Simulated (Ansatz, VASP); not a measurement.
# Two plane-wave programs on Mg

INCAR

```
SYSTEM = Mg
PREC = Accurate
ENCUT = 520
EDIFF = 1E-6
ISMEAR = 0
SIGMA = 0.15
LREAL = .False.
LASPH = .True.
NELM = 100
ALGO = Normal
ISIF = 2
LWAVE = .False.
LCHARG = .False.
GGA = CA
NBANDS = 9
```

KPOINTS

```
regular mesh
0
Gamma
  18 18 10
  0 0 0
```

POSCAR

```
Mg
1.0
    2.9525298099      0.0000000000      0.0000000000
   -1.4762649049      2.5569658208      0.0000000000
    0.0000000000      0.0000000000      5.2103300000
Mg
2
Direct
    0.3333333333      0.6666666667      0.2500000000
    0.6666666667      0.3333333333      0.7500000000
```

Input for Ansatz:

```yaml
crystal:
  lattice:
    - [2.9525298099, 0.0, 0.0]
    - [-1.4762649049, 2.5569658208, 0.0]
    - [0.0, 0.0, 5.21033]
  atoms:
    - { symbol: Mg, position: [0.3333333333, 0.6666666667, 0.25] }
    - { symbol: Mg, position: [0.6666666667, 0.3333333333, 0.75] }
basis:
  ecutwfc: 420
kpoints:
  mp_grid: { grid: [18, 18, 10] }
hamiltonian:
  xc: lda
scf:
  occupations: { method: gaussian, width: 0.15 }
output:
  forces: true
  stress: true
  eigenvalues: true
```

Change from the starting cell: strain -0.080 along x and y, +0.000 along z, atoms carried along.

Alike in both runs: task single point; functional LDA; k mesh 18 × 18 × 10; occupations gaussian, width 0.15 eV; no spin polarisation.

|  | VASP | Ansatz |
| --- | --- | --- |
| version | VASP 6.6.1 | Ansatz 0.2.0 |
| potentials or method | VASP PAW LDA potentials, release 64 (Mg), cutoff 520 eV | scalar-relativistic, plane waves, PAW |
| valence electrons in the cell | 4 | 20 |

Ansatz gave:

| Quantity | Value |
| --- | --- |
| gap on the k mesh at the Fermi level (eV) | none |
| pressure (GPa) | 5.0 |
| traceless stress, the component that is largest in VASP (GPa) | -4.29 |

What did VASP give for the same quantities?

gap on the k mesh at the Fermi level (eV): none; pressure (GPa): 4.7; traceless stress, the component that is largest in VASP (GPa): -4.33.

LDA's correlation is that of Perdew and Zunger in VASP and of Perdew and Wang (1992) in Ansatz. A gap of «none» marks a metal or a gap that the smearing closes. VASP's potentials hold 4 valence electrons a cell and Ansatz's 20, so a difference there can come from the potentials and not from the codes.
